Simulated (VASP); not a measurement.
Set up this calculation in VASP 6.6.1, as the native input.

```
Task                   : single point
Functional             : PBE
Potentials or basis    : VASP PAW PBE potentials, release 64 (Cu, O)
Cutoff                 : 520 eV
k mesh                 : 8 × 8 × 6
Occupations            : fermi-dirac, width 0.05 eV
Spin                   : no spin polarisation
Hubbard terms          : Cu d U = 5.0 eV
Dipole correction      : no
Further INCAR settings : ALGO = Normal; EDIFF = 1e-06; NBANDS = 25
```

The structure of CuO lies in POSCAR:

```
CuO
1.0
    3.4220509700      0.0000000000      0.0000000000
    0.0000000000      3.4220509700      0.0000000000
    0.0000000000      0.0000000000      4.2604614800
Cu O
2 2
Direct
    0.0000000000      0.5000000000      0.0000000000
    0.5000000000      0.0000000000      0.5000000000
    0.0000000000      0.0000000000      0.2500000000
    0.0000000000      0.0000000000      0.7500000000
```

One way to write it, as run:

INCAR

```
  ALGO = Normal
  EDIFF = 1E-6
  ENCUT = 520
  GGA = PE
  ISIF = 2
  ISMEAR = -1
  LASPH = T
  LCHARG = F
  LDAU = T
  LDAUJ = 0 0
  LDAUL = 2 -1
  LDAUPRINT = 1
  LDAUTYPE = 2
  LDAUU = 5 0
  LMAXMIX = 4
  LREAL = F
  LWAVE = F
  NBANDS = 25
  NELM = 150
  PREC = Accurate
  SIGMA = 0.05
```

KPOINTS

```
k-points
0
Gamma
  8 8 6
```

Potentials or basis: VASP PAW PBE potentials, release 64 (Cu, O).

Launch:

```sh
$ cat potpaw_PBE.64/Cu/POTCAR potpaw_PBE.64/O/POTCAR > POTCAR
$ mpirun -np 1 vasp_std > vasp.out
```

Results of the run:

The pressure is -3.3 GPa and the band gap on the k mesh is zero (bands 17 and 18 overlap by 1.86 eV).

Caveat: the stress differs along the axes, from -14 to 18 GPa; U without spin polarisation on a metal has little footing.

Wall time 100 s on 1 thread of AMD EPYC 7R13 (shared host), peak memory 0.17 GiB.
